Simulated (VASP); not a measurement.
# Si32C31 (a cell with a defect) in VASP: single point with PBEsol

Aim: the single point of Si32C31 (a cell with a defect) with PBEsol.

Everything below comes from runs of VASP 6.6.1. Logs are shortened: lines on timing, memory, paths and dates and some standing lists are left out, and cuts for length are marked.

### Step 1. The cell of the first run

The cell holds a defect, 63 atoms: a = 8.714 Å, b = 8.714 Å, c = 8.714 Å, α = 90.00°, β = 90.00°, γ = 90.00°.

### Step 2. Single point, PBEsol

Contents of INCAR:

```
SYSTEM = Si32C31
PREC = Accurate
ENCUT = 520
EDIFF = 1E-6
ISMEAR = -1
SIGMA = 0.05
LREAL = Auto
LASPH = .True.
NELM = 120
ALGO = Normal
ISIF = 2
LWAVE = .False.
LCHARG = .True.
GGA = PS
LELF = .True.
LVHAR = .True.
NELECT = 250.0
ISYM = 0
NBANDS = 163
GGA_COMPAT = .False.
```

Contents of KPOINTS:

```
Automatic mesh
0
Gamma
  1 1 1
  0.25 0.25 0.25
```

Contents of POSCAR:

```
Si32C31
1.0
    8.7137060000      0.0000000000      0.0000000000
    0.0000000000      8.7137060000      0.0000000000
    0.0000000000      0.0000000000      8.7137060000
Si C
32 31
Direct
    0.0006910000      0.0003020000      0.0004700000
    0.0007690000      0.0003810000      0.4993760000
    0.0007740000      0.4992060000      0.0005540000
    0.0016900000      0.4999880000      0.5001530000
    0.4995980000      0.0003760000      0.0005490000
    0.5003720000      0.0013030000      0.5001530000
    0.5003730000      0.4999890000      0.0014720000
    0.4916250000      0.4912350000      0.4914040000
    0.2502590000      0.2498630000      0.0004300000
    0.2497150000      0.2493260000      0.4988930000
    0.2497820000      0.7516730000      0.0008220000
    0.2488840000      0.7497840000      0.5001880000
    0.7520630000      0.2493860000      0.0008300000
    0.7501760000      0.2484910000      0.5001870000
    0.7503430000      0.7499560000      0.0011650000
    0.7576460000      0.7572610000      0.4928730000
    0.2502540000      0.0002650000      0.2500290000
    0.2497860000      0.0006490000      0.7518430000
    0.2497200000      0.4987240000      0.2494950000
    0.2488820000      0.5000200000      0.7499510000
    0.7520650000      0.0006530000      0.2495610000
    0.7503410000      0.0009950000      0.7501220000
    0.7501730000      0.5000220000      0.2486580000
    0.7576570000      0.4926930000      0.7574390000
    0.0006510000      0.2498670000      0.2500350000
    0.0010450000      0.2493870000      0.7518470000
    0.0010400000      0.7516750000      0.2495620000
    0.0013840000      0.7499550000      0.7501250000
    0.4991110000      0.2493270000      0.2494970000
    0.5004070000      0.2484900000      0.7499550000
    0.5004070000      0.7497860000      0.2486630000
    0.4931030000      0.7572460000      0.7574160000
    0.1256520000      0.1252690000      0.1254310000
    0.1256860000      0.1252930000      0.6248570000
    0.1256830000      0.6246850000      0.1254670000
    0.1254170000      0.6251780000      0.6253430000
    0.6250740000      0.1252930000      0.1254670000
    0.6255630000      0.1250290000      0.6253430000
    0.6255610000      0.6251800000      0.1251990000
    0.3757730000      0.3753830000      0.1254770000
    0.3767120000      0.3763180000      0.6265070000
    0.3757990000      0.8751670000      0.1254220000
    0.3761720000      0.8742570000      0.6236530000
    0.8755550000      0.3754110000      0.1254220000
    0.8746490000      0.3757810000      0.6236500000
    0.8755110000      0.8751240000      0.1251750000
    0.8748480000      0.8744590000      0.6265970000
    0.3757690000      0.1253080000      0.3755510000
    0.3758010000      0.1252480000      0.8753370000
    0.3767140000      0.6263360000      0.3764910000
    0.3761670000      0.6234820000      0.8744280000
    0.8755580000      0.1252520000      0.3755770000
    0.8755090000      0.1250060000      0.8752930000
    0.8746420000      0.6234830000      0.3759520000
    0.8748460000      0.6264300000      0.8746290000
    0.1256970000      0.3753850000      0.3755510000
    0.1256420000      0.3754100000      0.8753370000
    0.1256430000      0.8751680000      0.3755770000
    0.1253970000      0.8751230000      0.8752920000
    0.6267320000      0.3763230000      0.3764910000
    0.6238690000      0.3757800000      0.8744280000
    0.6238710000      0.8742600000      0.3759490000
    0.6268170000      0.8744570000      0.8746270000
```

Potentials or basis: VASP PAW PBE potentials, release 64 (Si, C).

Run with:

```
cat potpaw_PBE.64/Si/POTCAR potpaw_PBE.64/C/POTCAR > POTCAR
mpirun -np 1 vasp_std > vasp.out
```

OUTCAR:

```text
SYSTEM = Si32C31
   PREC = Accurate
   ENCUT = 520
   EDIFF = 1E-6
   ISMEAR = -1
   LREAL = Auto
   LASPH = .True.
   NELM = 120
   ISIF = 2
   GGA = PS
   NELECT = 250.0
   ISYM = 0

 ion  position               nearest neighbor table
   1  0.001  0.000  0.000-  33 1.89  59 1.89  46 1.89  53 1.89  26 3.07  13 3.07  21 3.07  27 3.07
                            11 3.07  18 3.07  17 3.08   9 3.08  25 3.08  28 3.09  15 3.09  22 3.09
   2  0.001  0.000  0.499-  52 1.88  58 1.88  34 1.89  47 1.91  16 3.00  10 3.07  21 3.07  27 3.07
                            14 3.07  12 3.07  25 3.07  17 3.07  22 3.09  28 3.09  26 3.09  18 3.09
   3  0.001  0.499  0.001-  57 1.88  44 1.88  35 1.89  55 1.91  24 3.00  19 3.07  26 3.07  13 3.07
                            23 3.07  20 3.07  25 3.07   9 3.07  28 3.09  15 3.09  11 3.09  27 3.09
   4  0.002  0.500  0.500-  56 1.88  36 1.88  54 1.89  45 1.89  12 3.06  20 3.06  10 3.07  19 3.07
                            28 3.08  25 3.08  16 3.09  24 3.09  27 3.09  26 3.09  14 3.10  23 3.10
   5  0.500  0.000  0.001-  42 1.88  49 1.88  37 1.89  63 1.91  32 3.00  29 3.07  18 3.07  11 3.07
                            31 3.07  30 3.07  17 3.07   9 3.07  15 3.09  22 3.09  13 3.09  21 3.09
   6  0.500  0.001  0.500-  48 1.88  38 1.88  62 1.89  43 1.89  30 3.06  14 3.06  29 3.07  10 3.07
                            22 3.08  17 3.08  16 3.09  32 3.09  18 3.09  21 3.09  31 3.10  12 3.10
   7  0.500  0.500  0.001-  40 1.88  39 1.88  51 1.89  61 1.89  23 3.06  31 3.06  19 3.07  29 3.07
                            15 3.08   9 3.08  32 3.09  24 3.09  11 3.09  13 3.09  20 3.10  30 3.10
   8  0.492  0.491  0.491-  50 1.84  60 1.84  41 1.84  19 2.98  29 2.98  10 2.98  20 3.09  12 3.09
                            31 3.09  23 3.09  14 3.09  30 3.09
   9  0.250  0.250  0.000-  33 1.88  49 1.89  57 1.89  40 1.89  26 3.07  18 3.07  29 3.07  19 3.07
                             5 3.07   3 3.07   1 3.08  17 3.08  25 3.08   7 3.08  30 3.08  20 3.08
  10  0.250  0.249  0.499-  48 1.88  56 1.88  34 1.88  41 1.92   8 2.98   2 3.07  25 3.07  17 3.07
                             6 3.07   4 3.07  29 3.07  19 3.07  26 3.09  18 3.09  20 3.09  30 3.09
  11  0.250  0.752  0.001-  59 1.88  42 1.88  35 1.89  51 1.92  32 3.00  27 3.07   1 3.07  17 3.07
                            18 3.07  31 3.07   5 3.07  28 3.08   3 3.09  19 3.09   7 3.09  20 3.10
[... 71 lines left out ...]
  62  0.624  0.874  0.376-  16 1.85   6 1.89  31 1.89  21 1.92
  63  0.627  0.874  0.875-  32 1.86  15 1.88  22 1.88   5 1.91

IMPORTANT INFORMATION: All symmetrisations will be switched off!
NOSYMM: (Re-)initialisation of all symmetry stuff for point group C_1.

----------------------------------------------------------------------------------------

                                     Primitive cell

  volume of cell :     661.6201

  direct lattice vectors                    reciprocal lattice vectors
     8.713706000  0.000000000  0.000000000     0.114761733  0.000000000  0.000000000
     0.000000000  8.713706000  0.000000000     0.000000000  0.114761733  0.000000000
     0.000000000  0.000000000  8.713706000     0.000000000  0.000000000  0.114761733

  length of vectors
     8.713706000  8.713706000  8.713706000     0.114761733  0.114761733  0.114761733

  position of ions in fractional coordinates (direct lattice)
     0.000691000  0.000302000  0.000470000
     0.000769000  0.000381000  0.499376000
     0.000774000  0.499206000  0.000554000
     0.001690000  0.499988000  0.500153000
     0.499598000  0.000376000  0.000549000
     0.500372000  0.001303000  0.500153000
[... 55 lines left out ...]
     0.623871000  0.874260000  0.375949000
     0.626817000  0.874457000  0.874627000

  ion indices of the primitive-cell ions
   primitive index   ion index
                 1           1
                 2           2
                 3           3
                 4           4
                 5           5
                 6           6
[... 55 lines left out ...]
                62          62
                63          63

----------------------------------------------------------------------------------------

 KPOINTS: Automatic mesh

Automatic generation of k-mesh.
 Grid dimensions read from file:
 generate k-points for:    1    1    1

 Generating k-lattice:

  Cartesian coordinates                     Fractional coordinates (reciprocal lattice)
     0.114761733  0.000000000  0.000000000     1.000000000  0.000000000  0.000000000
     0.000000000  0.114761733  0.000000000     0.000000000  1.000000000  0.000000000
     0.000000000  0.000000000  0.114761733     0.000000000  0.000000000  1.000000000

  Length of vectors
     0.114761733  0.114761733  0.114761733

  Shift w.r.t. Gamma in fractional coordinates (k-lattice)
     0.250000000  0.250000000  0.250000000

 Subroutine IBZKPT returns following result:
 ===========================================

 Found      4 irreducible k-points:

 Following reciprocal coordinates:
            Coordinates               Weight
  0.250000  0.250000  0.250000      2.000000
 -0.250000  0.250000  0.250000      2.000000
 -0.250000 -0.250000  0.250000      2.000000
  0.250000 -0.250000  0.250000      2.000000
   k-points           NKPTS =      4   k-points in BZ     NKDIM =      4   number of bands    NBANDS=    163
   number of dos      NEDOS =    301   number of ions     NIONS =     63
   total plane-waves  NPLWV = 343000
   dimension x,y,z NGX =    70 NGY =   70 NGZ =   70
   dimension x,y,z NGXF=   140 NGYF=  140 NGZF=  140
   ions per type =              32  31
   NGX,Y,Z   is equivalent  to a cutoff of  13.36, 13.36, 13.36 a.u.
   NGXF,Y,Z  is equivalent  to a cutoff of  26.71, 26.71, 26.71 a.u.
 SYSTEM =  Si32C31
   PREC   = accura    normal or accurate (medium, high low for compatibility)
   ISTART =      0    job   : 0-new  1-cont  2-samecut
   ICHARG =      2    charge: 1-file 2-atom 10-const
   ISPIN  =      1    spin polarized calculation?
   LNONCOLLINEAR =      F non collinear calculations
   LSORBIT =      F    spin-orbit coupling
   LASPH  =      T    aspherical Exc in radial PAW
   ENCUT  =  520.0 eV  38.22 Ry    6.18 a.u.  16.20 16.20 16.20*2*pi/ulx,y,z
   NELM   =    120;   NELMIN=  2; NELMDL= -5     # of ELM steps
   EDIFF  = 0.1E-05   stopping-criterion for ELM
   LREAL  =      T    real-space projection
   EDIFFG = 0.1E-04   stopping-criterion for IOM
   NSW    =      0    number of steps for IOM
   IBRION =     -1    ionic relax: 0-MD 1-quasi-New 2-CG
   NFREE  =      0    steps in history (QN), initial steepest desc. (CG)
   ISIF   =      2    stress and relaxation
   ISYM   =      0    0-nonsym 1-usesym 2-fastsym
   POTIM  = 0.5000    time-step for ionic-motion
   TEBEG  =    0.0;   TEEND  =   0.0 temperature during run
   PSTRESS=    0.0 pullay stress
   NELECT =     250.0000    total number of electrons
   NUPDOWN=      -1.0000    fix difference up-down
   EMIN   =  10.00;   EMAX   =-10.00  energy-range for DOS
   EFERMI =   0.00;   METHOD = LEGACY
   ISMEAR =    -1;   SIGMA  =   0.05  broadening in eV -4-tet -1-fermi 0-gaus
   EFERMI_NEDOS =   21; number of points for ismear=-14 and -15
   IALGO  =     38    algorithm
   IMIX   =      4    mixing-type and parameters
     AMIX     =   0.40;   BMIX     =  1.00
     AMIX_MAG =   1.60;   BMIX_MAG =  1.00
  volume/ion in A,a.u.               =      10.50        70.87
  Fermi-wavevector in a.u.,A,eV,Ry     =   1.183546  2.236578 19.058795  1.400782
  Thomas-Fermi vector in A             =   2.319779
   LORBIT       =      0    0 simple, 1 ext, 2 COOP (PROOUT), +10 PAW based schemes
   GGA     = PS    functional components
   LHFCALC =     F    Hartree Fock is set to
   AEXX    =    0.0000 exact exchange contribution
   IVDW    =     0    specifies the selected vdW correction
   LEPSILON=     F    determine dielectric tensor
   LRPA    =     F    only Hartree local field effects (RPA)
 non-spin polarized calculation
  energy-cutoff  :      520.00
  volume of cell :      661.62
 maximum number of plane-waves:     17779
 NGX is ok and might be reduce to    70
   NGX = 33   NGY = 33   NGZ = 33

 number of electron     249.9999971 magnetization

 Free energy of the ion-electron system (eV)
  ---------------------------------------------------
  ext. energy  EPLUGINS =         0.00000000
  ---------------------------------------------------
  free energy    TOTEN  =      -514.31708273 eV

  energy without entropy =     -514.31708271  energy(sigma->0) =     -514.31708272

 E-fermi :   8.6335     XC(G=0): -11.4170

 val. band max:        7.6515469919   @ k =  -0.2500   0.2500   0.2500
 cond. band min:       9.5903356807   @ k =  -0.2500   0.2500   0.2500
 fundamental gap:      1.9387886887
 Fermi energy:         8.6335129112

 k-point     1 :       0.2500    0.2500    0.2500
  band No.  band energies     occupation
      1      -7.1008      2.00000
      2      -6.3452      2.00000
      3      -6.3452      2.00000
      4      -6.2288      2.00000
      5      -5.5802      2.00000
      6      -5.5802      2.00000
[... 549 lines left out ...]
    136      12.2677      0.00000
    137      12.2781      0.00000
 [bands above 137 left out]

------------------------ aborting loop because EDIFF is reached ----------------------------------------

  FORCE on cell =-STRESS in cart. coord.  units (eV):
  Direction    XX          YY          ZZ          XY          YZ          ZX
  --------------------------------------------------------------------------------------
  -------------------------------------------------------------------------------------
  Total      -22.0189318    -22.0161265    -22.0135352     -0.3065749     -0.3125786     -0.3026343
  in kB      -53.3209797    -53.3141864    -53.3079113     -0.7424009     -0.7569394     -0.7328583
  external PRESSURE =     -53.3143592 kB  Pullay stress =       0.0000000 kB

 VOLUME and BASIS-vectors are now :
 -----------------------------------------------------------------------------
  energy-cutoff  :      520.00
  volume of cell :      661.62
      direct lattice vectors                 reciprocal lattice vectors
     8.713706000  0.000000000  0.000000000     0.114761733  0.000000000  0.000000000
     0.000000000  8.713706000  0.000000000     0.000000000  0.114761733  0.000000000
     0.000000000  0.000000000  8.713706000     0.000000000  0.000000000  0.114761733

 POSITION                                       TOTAL-FORCE (eV/Angst)
 -----------------------------------------------------------------------------------
      0.00602      0.00263      0.00410         0.028302      0.029093      0.028677
      0.00670      0.00332      4.35142         0.071799      0.071162     -0.078389
      0.00674      4.34993      0.00483         0.069970     -0.078523      0.071199
      0.01473      4.35675      4.35819         0.010145      0.025517      0.025338
      4.35335      0.00328      0.00478        -0.079372      0.071720      0.071383
      4.36009      0.01135      4.35819         0.025388      0.009586      0.025584
[... 55 lines left out ...]
      5.43623      7.61804      3.27591         0.023011     -0.035023     -0.002738
      5.46190      7.61976      7.62124         0.023302     -0.077673     -0.077962
 -----------------------------------------------------------------------------------
    total drift:                               -0.023849     -0.006151     -0.025018

  FREE ENERGIE OF THE ION-ELECTRON SYSTEM (eV)
  ---------------------------------------------------
  free  energy   TOTEN  =      -514.3170827322 eV

  energy  without entropy=     -514.3170827133  energy(sigma->0) =     -514.31708272
```

It took 28 min on 1 thread of Oxide Virtual Turin-like, shared host; peak memory 0.77 GiB.

Results:

- Free energy: -514.3171 eV
- Largest force: 0.193 eV/Å

Forces in eV/Å, atoms in the order of the input:
```
Si   0.028  0.029  0.029
Si   0.072  0.071 -0.078
Si   0.070 -0.079  0.071
Si   0.010  0.026  0.025
Si  -0.079  0.072  0.071
Si   0.025  0.010  0.026
Si   0.025  0.025  0.010
Si   0.076  0.074  0.076
Si   0.039  0.040  0.043
Si   0.055  0.055 -0.017
Si   0.046 -0.049  0.020
Si   0.055  0.041  0.038
Si  -0.050  0.046  0.019
Si   0.042  0.055  0.039
Si   0.029  0.029  0.097
Si   0.023  0.023 -0.005
Si   0.040  0.044  0.040
Si   0.045  0.020 -0.048
Si   0.055 -0.018  0.055
Si   0.055  0.038  0.041
Si  -0.050  0.019  0.046
Si   0.030  0.097  0.030
Si   0.042  0.038  0.056
Si   0.023 -0.006  0.023
Si   0.045  0.040  0.039
Si   0.020  0.046 -0.049
Si   0.020 -0.049  0.046
Si   0.098  0.029  0.028
Si  -0.017  0.055  0.055
Si   0.039  0.054  0.041
Si   0.039  0.040  0.055
Si  -0.007  0.023  0.022
C   -0.033 -0.030 -0.030
C   -0.052 -0.049  0.129
C   -0.051  0.132 -0.049
C   -0.046 -0.026 -0.025
C    0.129 -0.049 -0.047
C   -0.027 -0.048 -0.025
C   -0.025 -0.026 -0.046
C   -0.044 -0.045 -0.041
C   -0.122 -0.123  0.070
C   -0.039 -0.045 -0.041
C   -0.002 -0.038  0.026
C   -0.044 -0.041 -0.041
C   -0.035 -0.007  0.027
C   -0.039 -0.041 -0.042
C   -0.076 -0.077  0.021
C   -0.047 -0.041 -0.047
C   -0.041 -0.041 -0.045
C   -0.125  0.075 -0.127
C   -0.003  0.030 -0.039
C   -0.045 -0.041 -0.042
C   -0.038 -0.043 -0.040
C   -0.035  0.029 -0.006
C   -0.077  0.023 -0.079
C   -0.043 -0.044 -0.043
C   -0.039 -0.042 -0.045
C   -0.040 -0.044 -0.041
C   -0.039 -0.041 -0.041
C    0.064 -0.122 -0.120
C    0.025 -0.006 -0.035
C    0.023 -0.035 -0.003
C    0.023 -0.078 -0.078
```

Caveat: the cell carries a net charge on a neutralising background, which shifts energy and pressure; the cell is charged against a uniform background, so pressure and absolute levels hang on convention; the PAW data sets were made with another functional, which shifts forces and pressure a little.
